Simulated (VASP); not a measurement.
Crystal: Al3P2.

```
Al P
1.0
     3.91278    0.00000    0.00000
     0.00000    3.91278    0.00000
     0.00000    0.00000    6.34626
Al P
3 2
Direct
  0.50000 0.50000 0.00000
  0.00000 0.00000 0.22975
  0.00000 0.00000 0.77025
  0.00000 0.50000 0.50000
  0.50000 0.00000 0.50000
```

The cell was generated, and may not be a known phase.

- Program: VASP 6.6.1
- Task: relaxation of cell and atoms
- Functional: PBE
- Potentials or basis: VASP PAW PBE potentials, release 64 (Al, P)
- Cutoff: 600 eV
- k mesh: 4 × 4 × 4
- Occupations: gaussian, width 0.1 eV
- Spin: no spin polarisation

At the start: pressure -4.4 GPa; volume 19.43 Å³/atom.

Q: How do energy, volume and symmetry change on relaxing?

A: Over 20 steps the energy falls by 208.7 meV/atom and the volume is 16.84 Å³/atom (-13.4 %); space group P4/mmm (No. 123, to 0.1 Å) before and after.

Step by step:
| step | energy change (eV) | largest force (eV/Å) | pressure (GPa) | volume (Å³) |
| --- | --- | --- | --- | --- |
| 1 | 0.0000 | 0.5437 | -4.37 | 97.16 |
| 2 | -0.1523 | 0.7279 | -0.57 | 89.89 |
| 3 | -0.1726 | 0.9461 | 1.33 | 86.57 |
| 4 | -0.3708 | 0.8118 | 1.07 | 84.31 |
| 5 | -0.5293 | 1.5611 | 7.74 | 77.39 |
| 6 | -0.6363 | 0.0862 | 3.10 | 81.06 |
| 7 | -0.6570 | 0.6279 | 4.56 | 79.42 |
| 8 | -0.7052 | 1.1429 | 4.02 | 80.40 |
| 9 | -0.7148 | 1.2518 | 3.69 | 80.68 |
| 10 | -0.7425 | 1.2293 | 2.46 | 81.21 |
| 11 | -0.7381 | 1.5152 | 2.44 | 82.16 |
| 12 | -0.7592 | 1.3698 | 2.15 | 81.71 |
| 13 | -0.8775 | 0.9255 | 0.23 | 83.52 |
| 14 | -0.9766 | 0.5230 | -2.26 | 86.32 |
| 15 | -0.9833 | 0.3718 | -3.05 | 87.35 |
| 16 | -1.0369 | 0.1149 | -0.65 | 84.59 |
| 17 | -1.0404 | 0.0224 | 0.20 | 83.73 |
| 18 | -1.0404 | 0.0147 | 0.28 | 83.65 |
| 19 | -1.0414 | 0.0022 | 0.20 | 83.79 |
| 20 | -1.0437 | 0.0314 | -0.04 | 84.19 |

Final structure:
```yaml
crystal:
  lattice:
    - [3.34999, 0.00000, 0.00000]
    - [0.00000, 3.34999, 0.00000]
    - [0.00000, 0.00000, 7.50188]
  atoms:
    - { symbol: Al, position: [0.50000, 0.50000, 0.00000] }
    - { symbol: Al, position: [0.00000, 0.00000, 0.20989] }
    - { symbol: Al, position: [0.00000, 0.00000, 0.79011] }
    - { symbol: P, position: [0.00000, 0.50000, 0.50000] }
    - { symbol: P, position: [0.50000, 0.00000, 0.50000] }
```

Caveat: the k points lie up to 0.47 Å⁻¹ apart in the final cell, too coarse for converged energies and pressures of a metal; a cell axis changed by over 15 % at a fixed basis, so the end point is rough.
